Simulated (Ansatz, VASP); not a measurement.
CdS in VASP and in Ansatz

```xyz
4
Lattice="4.0977 0.0000 0.0000 2.0488 -3.5487 -3.8283 2.0488 3.5487 -3.8283" Properties=species:S:1:pos:R:3 pbc="T T T"
Cd    4.0457   -0.0496   -1.5402
Cd    4.1496    0.0496   -5.8806
S     6.1167    1.0689   -6.1871
S     2.0787    1.2969   -2.6471
```

Alike in both runs: task single point; functional PBE; dispersion D3(BJ); k mesh 8 × 8 × 8; occupations gaussian, width 0.05 eV; no spin polarisation.

|  | VASP | Ansatz |
| --- | --- | --- |
| version | VASP 6.6.1 | Ansatz 0.2.0 |
| potentials or method | VASP PAW PBE potentials, release 64 (Cd, S), cutoff 520 eV | scalar-relativistic, plane waves, PAW |
| valence electrons in the cell | 36 | 52 |

Ansatz gave:

```
gap on the k mesh at the Fermi level (eV)                     : 0.23
least direct gap on the mesh (eV)                             : 0.50
pressure (GPa)                                                : 1.5
traceless stress, the component that is largest in VASP (GPa) : 2.50
rms of the force components (eV/Å)                            : 1.081
```

Task: What did VASP give for the same quantities?

Result: gap on the k mesh at the Fermi level (eV): 0.23; least direct gap on the mesh (eV): 0.50; pressure (GPa): 1.8; traceless stress, the component that is largest in VASP (GPa): 2.67; rms of the force components (eV/Å): 1.106.

Atom by atom the forces differ by 0.031 eV/Å (rms over components). VASP's potentials hold 36 valence electrons a cell and Ansatz's 52, so a difference there can come from the potentials and not from the codes.
